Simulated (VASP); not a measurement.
Wanted: the native input for a VASP 6.6.1 run.

* Task: relaxation of cell and atoms
* Functional: PBE
* Potentials or basis: VASP PAW PBE potentials, release 64 (Al, O)
* Cutoff: 600 eV
* k mesh: 12 × 12 × 8
* Occupations: gaussian, width 0.1 eV
* Spin: no spin polarisation
* Dipole correction: no
* Further INCAR settings: ALGO = Normal; EDIFF = 1e-06; IBRION = 2; EDIFFG = -0.01; NSW = 100; ISIF = 3

The structure of Al2O3 lies in POSCAR:

```
Al2O3
1.0
    4.0732359653      0.0000000000      0.0000000000
   -2.0366179827      3.5275258216      0.0000000000
    0.0000000000      0.0000000000      5.5002613316
Al O
2 3
Direct
    0.0000000000      0.0000000000      0.5000000000
    0.0000000000      0.0000000000      0.0000000000
    0.5000000000      0.0000000000      0.5000000000
    0.0000000000      0.5000000000      0.5000000000
    0.5000000000      0.5000000000      0.5000000000
```

The cell was built from a structure type or drawn by symmetry, and may not be a known phase.

One way to write it, as run:

INCAR

```
SYSTEM = Al2O3
ALGO     = Normal         ! electronic algorithm
EDIFF    = 1E-6           ! SCF threshold, eV
EDIFFG   = -0.01          ! ionic threshold
ENCUT    = 600            ! plane-wave cutoff, eV
GGA      = PE             ! functional
IBRION   = 2              ! ionic algorithm
ISIF     = 3              ! what is computed and relaxed
ISMEAR   = 0              ! smearing method
LASPH    = .TRUE.         ! aspherical terms in the spheres
LCHARG   = .FALSE.        ! write CHGCAR
LREAL    = .FALSE.        ! projectors in reciprocal space
LWAVE    = .FALSE.        ! write WAVECAR
NELM     = 80             ! most SCF steps
NSW      = 100            ! ionic steps
PREC     = Accurate       ! precision mode
SIGMA    = 0.1            ! smearing width, eV
```

KPOINTS

```
k-points
0
G
  12 12 8
  0 0 0
```

Potentials or basis: VASP PAW PBE potentials, release 64 (Al, O).

Run with:

```sh
$ cat potpaw_PBE.64/Al/POTCAR potpaw_PBE.64/O/POTCAR > POTCAR
$ mpirun -np 1 vasp_std > vasp.out
```

It gave:

```yaml
Relaxed_volume: 15.77 Å³/atom
Relaxed_cell: a = 4.062 Å, b = 4.062 Å, c = 5.518 Å, α = 90.00°, β = 90.00°, γ = 120.00°
Space_group_after_relaxing_to_0.1_Å: P6/mmm (No. 191)
Energy_gained_by_relaxing: 0.2 meV/atom
Ionic_steps: 5
Pressure_after_relaxing: 0.0 GPa
Band_gap_on_the_k_mesh: zero (bands 12 and 13 overlap by 1.54 eV)
```

It took 3.4 min on 1 thread of Intel(R) Xeon(R) Platinum 8559C (Emerald Rapids), with other jobs on the host, peak memory 0.32 GiB.
